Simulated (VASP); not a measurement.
Se, 1 atom in the cell. It takes space group R-3m (No. 166, trigonal). The conventional cell has a = 3.850 Å, b = 3.850 Å, c = 2.645 Å, α = 90.00°, β = 90.00°, γ = 120.00°. Within 3.2 Å of Se (site symmetry -3m) lie 14 Se at 2.39 to 2.84 Å. 

- Program: VASP 6.6.1
- Task: single point
- Functional: PBE
- Potentials or basis: VASP PAW PBE potentials, release 64 (Se)
- Cutoff: 520 eV
- k mesh: 8 × 8 × 8
- Occupations: methfessel-paxton, width 0.05 eV
- Spin: no spin polarisation
- Dipole correction: no
- Further INCAR settings: ALGO = Normal; EDIFF = 1e-06; NBANDS = 9

Potentials or basis: VASP PAW PBE potentials, release 64 (Se).

The run is started by

```sh
$ cat potpaw_PBE.64/Se/POTCAR > POTCAR
$ mpirun -np 1 vasp_std > vasp.out
```

Hardware: 1 thread of Intel(R) Xeon(R) 6975P-C (Granite Rapids), on a shared host.

Problem. Estimate the wall time of this run.

Solution. It took 3.6 s on 1 thread of Intel(R) Xeon(R) 6975P-C (Granite Rapids), with other jobs on the host, peak memory 0.12 GiB. Counts: scf iterations 10, k points 65.
